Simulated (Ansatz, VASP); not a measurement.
## CdC2 in VASP and in Ansatz

```
CELL_PARAMETERS angstrom
-2.04358 2.04358 2.69473
2.04358 -2.04358 2.69473
2.04358 2.04358 -2.69473
ATOMIC_POSITIONS crystal
Cd 0.00000 0.00000 0.00000
C 0.61483 0.61483 0.00000
C 0.38517 0.38517 0.00000
```

Alike in both runs: task relaxation of cell and atoms; functional LDA; k mesh 8 × 8 × 8; occupations gaussian, width 0.02 eV; no spin polarisation.

|  | VASP | Ansatz |
| --- | --- | --- |
| version | VASP 6.6.1 | Ansatz 0.2.0 |
| potentials or method | VASP PAW LDA potentials, release 64 (Cd, C), cutoff 600 eV | scalar-relativistic, plane waves, PAW |
| valence electrons in the cell | 20 | 28 |

VASP gave:

| Item | Value |
| --- | --- |
| gap on the k mesh at the Fermi level, each at its own relaxed structure (eV) | 3.30 |
| relaxed volume (Å³/atom) | 15.03 |
| relaxed cell length with the largest relative difference (Å) | 3.958 |

Question: Which values does Ansatz return?

Answer: gap on the k mesh at the Fermi level, each at its own relaxed structure (eV): 3.25; relaxed volume (Å³/atom): 15.07; relaxed cell length with the largest relative difference (Å): 3.956.

LDA's correlation is that of Perdew and Zunger in VASP and of Perdew and Wang (1992) in Ansatz. VASP's potentials hold 20 valence electrons a cell and Ansatz's 28, so a difference there can come from the potentials and not from the codes.
